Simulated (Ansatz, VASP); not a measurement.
## Two plane-wave programs on Cd

```
Cd
1.0
     2.96178    0.00000    0.00000
    -1.48089    2.56498    0.00000
     0.00000    0.00000    5.91297
Cd
2
Direct
  0.33333 0.66667 0.25000
  0.66667 0.33333 0.75000
```

Change from the starting cell: strain along c alone, the other axes held, atoms relaxed: +2.0 %.

Alike in both runs: task single point; functional r2SCAN; k mesh 24 × 24 × 10; occupations gaussian, width 0.1 eV; no spin polarisation.

|  | VASP | Ansatz |
| --- | --- | --- |
| version | VASP 6.6.1 | Ansatz 0.2.0 |
| potentials or method | VASP PAW PBE potentials, release 64 (Cd), cutoff 520 eV | scalar-relativistic, plane waves, PAW |
| valence electrons in the cell | 24 | 40 |

```tsv
	VASP	Ansatz	Ansatz less VASP
gap on the k mesh at the Fermi level (eV)	none	none	-
pressure (GPa)	-0.2	-0.6	-0.33
traceless stress, the component that is largest in VASP (GPa)	-0.60	-0.43	+0.167
```

VASP's potentials were made for PBE, not for r2SCAN. A gap of «none» marks a metal or a gap that the smearing closes. With one functional, cell and mesh, what is left measures potentials, basis and numerics. VASP's potentials hold 24 valence electrons a cell and Ansatz's 40, so a difference there can come from the potentials and not from the codes.
